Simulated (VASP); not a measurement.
Crystal: MgO.

```
Mg O
1.0
     2.62335    0.05824    0.00000
     0.05824    2.62335    0.00000
     0.00000    0.00000    2.62335
Mg O
1 1
Direct
  0.00000 0.00000 0.00000
  0.50000 0.50000 0.50000
```

This cell differs from its parent crystal: shear xy strain +4.4%.

Base run:

| Item | Value |
| --- | --- |
| Program | VASP 6.6.1 |
| Functional | r2SCAN |
| Potentials or basis | VASP PAW PBE potentials, release 64 (Mg, O) |
| Cutoff | 520 eV |
| k mesh | 10 × 10 × 10 |
| Occupations | gaussian, width 0.01 eV |
| Spin | no spin polarisation |

Its results: band gap on the k mesh 3.47 eV, indirect (least direct gap 4.39 eV); pressure -1.0 GPa.

Question: The run is repeated on the same cell with these changes: potentials or basis from VASP PAW PBE potentials, release 64 (Mg, O) to VASP PAW PBE potentials, release 64 (Mg_sv, O); cutoff from 520 eV to 660 eV; further incar settings from ALGO = Normal; EDIFF = 1e-07; NBANDS = 11 to ALGO = Normal; EDIFF = 1e-06; NBANDS = 15; valence electrons from 8 to 16. What comes out?

Answer: Band gap on the k mesh 3.55 eV, indirect (least direct gap 4.47 eV); pressure -0.1 GPa.

Caveats: the PAW data sets were made with another functional, which shifts forces and pressure a little.

A k mesh can miss the band edges.
